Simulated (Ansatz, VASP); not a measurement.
**One calculation of NaZnCl3, two programs**

The input INCAR:

```
SYSTEM = NaZnCl3
PREC = Accurate
ENCUT = 520
EDIFF = 1E-6
ISMEAR = -1
SIGMA = 0.02
LREAL = .FALSE.
LASPH = .TRUE.
NELM = 100
ALGO = Normal
ISIF = 2
LWAVE = .FALSE.
LCHARG = .FALSE.
GGA = PE
NBANDS = 28
```

KPOINTS

```
regular mesh
0
G
  6 6 6
  0 0 0
```

File POSCAR:

```
NaZnCl3
1.0
    4.8823234109      0.0000000000      0.0000000000
    0.0000000000      4.8823234109      0.0000000000
    0.0000000000      0.0000000000      4.8823234109
Na Zn Cl
1 1 3
Direct
    0.0000000000      0.0000000000      0.0000000000
    0.5000000000      0.5000000000      0.5000000000
    0.5000000000      0.5000000000      0.0000000000
    0.5000000000      0.0000000000      0.5000000000
    0.0000000000      0.5000000000      0.5000000000
```

Input for Ansatz:

```yaml
crystal:
  lattice:
    - [4.8823234109, 0.0, 0.0]
    - [0.0, 4.8823234109, 0.0]
    - [0.0, 0.0, 4.8823234109]
  atoms:
    - { symbol: Na, position: [0.0, 0.0, 0.0] }
    - { symbol: Zn, position: [0.5, 0.5, 0.5] }
    - { symbol: Cl, position: [0.5, 0.5, 0.0] }
    - { symbol: Cl, position: [0.5, 0.0, 0.5] }
    - { symbol: Cl, position: [0.0, 0.5, 0.5] }
kpoints:
  mp_grid: { grid: [6, 6, 6] }
  band_path:
    path: [[0.0, 0.0, 0.0], [0.0, 0.5, 0.0], [0.5, 0.5, 0.0], [0.5, 0.5, 0.5]]
    npoints: 1
hamiltonian:
  xc: pbe
scf:
  occupations: { method: fermi_dirac, width: 0.02 }
  n_extra_bands: 5
output:
  forces: true
  stress: true
  eigenvalues: true
```

Change from the starting cell: hydrostatic strain +0.5%.

Alike in both runs: task single point; functional PBE; k mesh 6 × 6 × 6; occupations fermi-dirac, width 0.02 eV; no spin polarisation.

```csv
,VASP,Ansatz
version,VASP 6.6.1,Ansatz 0.2.0
potentials or method,"VASP PAW PBE potentials, release 64 (Na_pv, Zn, Cl)","plane waves, PAW"
plane-wave cutoff (eV),520,420
valence electrons in the cell,40,42
```

|  | VASP | Ansatz | Ansatz less VASP |
| --- | --- | --- | --- |
| gap on the k mesh at the Fermi level (eV) | 1.64 | 1.64 | -0.006 |
| pressure (GPa) | 0.7 | 0.7 | +0.02 |

VASP's potentials hold 40 valence electrons a cell and Ansatz's 42, so a difference there can come from the potentials and not from the codes.
